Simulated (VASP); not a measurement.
Input of a VASP 6.6.1 run:

File INCAR:

```
SYSTEM = BiW
PREC     = Accurate       ! precision mode
ENCUT    = 520            ! plane-wave cutoff, eV
EDIFF    = 1E-7           ! SCF threshold, eV
ISMEAR   = -1             ! smearing method
SIGMA    = 0.1            ! smearing width, eV
LREAL    = .False.        ! projectors in reciprocal space
LASPH    = .True.         ! aspherical terms in the spheres
NELM     = 100            ! most SCF steps
ALGO     = Normal         ! electronic algorithm
ISIF     = 2              ! what is computed and relaxed
LWAVE    = .False.        ! write WAVECAR
LCHARG   = .False.        ! write CHGCAR
NBANDS   = 22             ! bands
```

The input KPOINTS:

```
Automatic mesh
0
Gamma
  11 11 11
  0 0 0
```

The input POSCAR:

```
BiW
1.0
    3.3746654706      0.0000000000      0.0000000000
    0.0000000000      3.3746654706      0.0000000000
    0.0000000000      0.0000000000      3.3746654706
W Bi
1 1
Direct
    0.0000000000      0.0000000000      0.0000000000
    0.5000000000      0.5000000000      0.5000000000
```

Potentials or basis: VASP PAW LDA potentials, release 64 (W_sv, Bi_d).

Launch:

```bash
$ cat potpaw_LDA.64/W_sv/POTCAR potpaw_LDA.64/Bi_d/POTCAR > POTCAR
$ mpirun -np 1 vasp_std > vasp.out
```

Problem. Predict the pressure.

Solution. 0.6 GPa.
